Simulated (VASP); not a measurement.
A run of VASP 6.6.1 is set up as follows.

Contents of INCAR:

```
ALGO = Normal
EDIFF = 1E-7
ENCUT = 520
ISIF = 2
ISMEAR = 1
LASPH = True
LCHARG = False
LREAL = False
LWAVE = False
NBANDS = 15
NELM = 80
PREC = Accurate
SIGMA = 0.1
```

The input KPOINTS:

```
Automatic mesh
0
Gamma
  1 1 1
  0.5 0.5 0
```

The input POSCAR:

```
CaSe
1.0
    0.0000000000      2.9492991747      2.9492991747
    2.9492991747      0.0000000000      2.9492991747
    2.9492991747      2.9492991747      0.0000000000
Ca Se
1 1
Direct
    0.0000000000      0.0000000000      0.0000000000
    0.5000000000      0.5000000000      0.5000000000
```

Potentials or basis: VASP PAW LDA potentials, release 64 (Ca_sv, Se).

Launch:

```sh
$ cat potpaw_LDA.64/Ca_sv/POTCAR potpaw_LDA.64/Se/POTCAR > POTCAR
$ mpirun -np 1 vasp_std > vasp.out
```

Predict the band gap on the k mesh.

2.30 eV.

What does it give for the pressure?

7.3 GPa.

Caveat: the k points lie up to 1.84 Å⁻¹ apart. A k mesh can miss the band edges.
